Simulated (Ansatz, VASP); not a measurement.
## Rh in VASP and in Ansatz

INCAR

```
PREC     = Accurate       # precision mode
ENCUT    = 520            # plane-wave cutoff, eV
EDIFF    = 1E-6           # SCF threshold, eV
ISMEAR   = -1             # smearing method
SIGMA    = 0.1            # smearing width, eV
LREAL    = F              # projectors in reciprocal space
LASPH    = T              # aspherical terms in the spheres
NELM     = 100            # most SCF steps
ALGO     = Normal         # electronic algorithm
ISIF     = 2              # what is computed and relaxed
LWAVE    = F              # write WAVECAR
LCHARG   = F              # write CHGCAR
GGA      = PS             # functional
NBANDS   = 22             # bands
```

Contents of KPOINTS:

```
Automatic mesh
0
Gamma
  10 10 5
```

File POSCAR:

```
Rh
1.0
    2.7309800000      0.0000000000      0.0000000000
   -1.3654900000      2.3651000000      0.0000000000
    0.0000000000      0.0000000000      4.4284900000
Rh
2
Direct
    0.6666666667      0.3333333333      0.7500000000
    0.3333333333      0.6666666667      0.2612905302
```

Input for Ansatz:

```yaml
crystal:
  lattice:
    - [2.73098, 0.0, 0.0]
    - [-1.36549, 2.3651, 0.0]
    - [0.0, 0.0, 4.42849]
  atoms:
    - { symbol: Rh, position: [0.6666666666666666, 0.3333333333333333, 0.75] }
    - { symbol: Rh, position: [0.3333333333333333, 0.6666666666666666, 0.26129053018071624] }
kpoints:
  mp_grid:
    grid: [10, 10, 5]
hamiltonian:
  xc: pbesol
scf:
  occupations:
    method: fermi_dirac
    width: 0.1
output:
  forces: true
```

Alike in both runs: task single point; functional PBEsol; k mesh 10 × 10 × 5; occupations fermi-dirac, width 0.1 eV; no spin polarisation.

|  | VASP | Ansatz |
| --- | --- | --- |
| version | VASP 6.6.1 | Ansatz 0.2.0 |
| potentials or method | VASP PAW PBE potentials, release 64 (Rh_pv) | plane waves, PAW |
| plane-wave cutoff (eV) | 520 | 420 |
| valence electrons in the cell | 30 | 34 |

|  | VASP | Ansatz | Ansatz less VASP |
| --- | --- | --- | --- |
| rms of the force components (eV/Å) | 0.233 | 0.233 | +0.0003 |

VASP's potentials were made for PBE, not for PBEsol. Atom by atom the forces differ by 0.000 eV/Å (rms over components). The functional is the same, so the differences come from potentials, cutoffs and numerics. VASP's potentials hold 30 valence electrons a cell and Ansatz's 34, so a difference there can come from the potentials and not from the codes.
